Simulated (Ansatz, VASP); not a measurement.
Two plane-wave programs on Pt

```
Pt
1.0
     0.00000    1.96155    1.96155
     1.96155    0.00000    1.96155
     1.96155    1.96155    0.00000
Pt
1
Direct
  0.00000 0.00000 0.00000
```

Alike in both runs: task relaxation of cell and atoms; functional LDA; k mesh 14 × 14 × 14; occupations fermi-dirac, width 0.1 eV; no spin polarisation.

```csv
,VASP,Ansatz
version,VASP 6.6.1,Ansatz 0.2.0
potentials or method,"VASP PAW LDA potentials, release 64 (Pt), cutoff 600 eV","plane waves (420 eV) with PAW, scalar-relativistic"
valence electrons in the cell,10,18
```

VASP gave:

```
relaxed volume (Å³/atom)                                     : 14.81
relaxed cell length with the largest relative difference (Å) : 2.757
```

Task: Estimate Ansatz's values.

Result: Relaxed volume (Å³/atom): 14.77; relaxed cell length with the largest relative difference (Å): 2.754.

Ansatz warns that its potentials were made for another functional, while VASP's fit it. LDA's correlation is that of Perdew and Zunger in VASP and of Perdew and Wang (1992) in Ansatz. VASP's potentials hold 10 valence electrons a cell and Ansatz's 18, so a difference there can come from the potentials and not from the codes.

Neither program's run includes spin-orbit coupling.
